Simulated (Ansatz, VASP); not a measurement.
Given: the input of a run of VASP 6.6.1 on Ti3Se.

POSCAR

```
Ti3Se
1.0
    3.1974455988      0.0000000000      0.0000000000
   -1.5987227994      2.7690691158      0.0000000000
    0.0000000000      0.0000000000      7.9427450000
Se Ti
1 3
Direct
    0.0000000000      0.0000000000      0.0000000000
    0.6666666667      0.3333333333      0.5000000000
    0.3333333333      0.6666666667      0.7729020000
    0.3333333333      0.6666666667      0.2270980000
```

The input INCAR.step1:

```
SYSTEM = Ti3Se
PREC = Accurate ; ENCUT = 520
ISMEAR = -1 ; SIGMA = 0.05
LREAL = .FALSE. ; LASPH = .TRUE.
NELM = 60 ; NBANDS = 29
GGA = PE ; ALGO = Normal
EDIFF = 1E-4 ; LWAVE = .TRUE.
LCHARG = .FALSE.
```

INCAR.step2

```
SYSTEM = Ti3Se
PREC = Accurate ; ENCUT = 520
EDIFF = 1E-6 ; ISMEAR = -1
SIGMA = 0.05 ; LREAL = .FALSE.
LASPH = .TRUE. ; NELM = 60
ALGO = Normal ; ISIF = 2
LWAVE = .FALSE. ; LCHARG = .TRUE.
METAGGA = R2SCAN ; LMIXTAU = .TRUE.
LELF = .TRUE. ; LVHAR = .TRUE.
NBANDS = 29 ; ISTART = 1
```

File KPOINTS:

```
Automatic mesh
0
G
  6 6 2
  0 0 0
```

Potentials or basis: VASP PAW PBE potentials, release 64 (Se, Ti_sv).

Command:

```console
$ cat potpaw_PBE.64/Se/POTCAR potpaw_PBE.64/Ti_sv/POTCAR > POTCAR
$ cp INCAR.step1 INCAR
$ mpirun -np 1 vasp_std > vasp.out
$ cp INCAR.step2 INCAR
$ mpirun -np 1 vasp_std > vasp.out
```

Problem. Set up the same calculation for Ansatz 0.2.0. Potentials there: Ansatz PAW.

Solution. As run (the cutoff follows the program's own potentials):

input.yaml

```yaml
crystal:
  lattice:
    - [3.1974455988, 0.0, 0.0]
    - [-1.5987227994, 2.7690691158, 0.0]
    - [0.0, 0.0, 7.942745]
  atoms:
    - { symbol: Se, position: [0.0, 0.0, 0.0] }
    - { symbol: Ti, position: [0.6666666667, 0.3333333333, 0.5] }
    - { symbol: Ti, position: [0.3333333333, 0.6666666667, 0.772902] }
    - { symbol: Ti, position: [0.3333333333, 0.6666666667, 0.227098] }
hamiltonian:
  xc: r2scan
  pseudopotentials: { kind: paw }
kpoints:
  mp_grid: { grid: [6, 6, 2] }
scf:
  occupations: { method: fermi_dirac, width: 0.05 }
output:
  forces: true
  stress: true
  eigenvalues: true
```

Potentials or basis: Ansatz PAW.

Run with:

```sh
$ ansatz run input.yaml --threads 2 --pin off --max-ram 5632MiB --backend cpu --events-out ev --progress --plain --runs-dir out
```

Both were run:

|  | VASP | Ansatz | Ansatz less VASP |
| --- | --- | --- | --- |
| gap on the k mesh at the Fermi level (eV) | none | none | - |
| pressure (GPa) | -0.3 | -0.7 | -0.40 |
| traceless stress, the component that is largest in VASP (GPa) | -0.72 | -0.76 | -0.047 |
| rms of the force components (eV/Å) | 0.032 | 0.041 | +0.0089 |

VASP's potentials were made for PBE, not for r2SCAN. Atom by atom the forces differ by 0.009 eV/Å (rms over components). A gap of «none» marks a metal or a gap that the smearing closes. With one functional, cell and mesh, what is left measures potentials, basis and numerics. VASP's potentials hold 42 valence electrons a cell and Ansatz's 52, so a difference there can come from the potentials and not from the codes.

The k mesh is coarse, so the values compare programs but aren't converged.
